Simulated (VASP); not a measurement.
Input of a VASP 6.6.1 run:

The input INCAR:

```
SYSTEM = Li
ALGO     = Fast           ! electronic algorithm
EDIFF    = 1E-6           ! SCF threshold, eV
ENCUT    = 520            ! plane-wave cutoff, eV
GGA      = PS             ! functional
ISIF     = 2              ! what is computed and relaxed
ISMEAR   = 0              ! smearing method
LASPH    = .TRUE.         ! aspherical terms in the spheres
LCHARG   = .TRUE.         ! write CHGCAR
LELF     = .TRUE.         ! ELF
LREAL    = .FALSE.        ! projectors in reciprocal space
LVHAR    = .TRUE.       
LWAVE    = .FALSE.        ! write WAVECAR
NBANDS   = 10             ! bands
NELM     = 60             ! most SCF steps
PREC     = Accurate       ! precision mode
SIGMA    = 0.1            ! smearing width, eV
```

File KPOINTS:

```
k-points
0
G
  16 16 16
  0 0 0
```

The input POSCAR:

```
Li
1.0
    3.4314475492      0.0000000000      0.0000000000
    0.0000000000      3.4314475492      0.0000000000
    0.0686289510      0.0000000000      3.4314475492
Li
2
Direct
    0.0000000000      0.0000000000      0.0000000000
    0.5000000000      0.5000000000      0.5000000000
```

Potentials or basis: VASP PAW PBE potentials, release 64 (Li_sv).

Run with:

```bash
$ cat potpaw_PBE.64/Li_sv/POTCAR > POTCAR
$ mpirun -np 1 vasp_std > vasp.out
```

**Question.** What does it give for the band gap on the k mesh?

**Answer.** Zero (bands 3 and 4 overlap by 4.44 eV).

Caveat: the cell differs from its parent crystal (shear of c along a, cell held: +2.0 %).
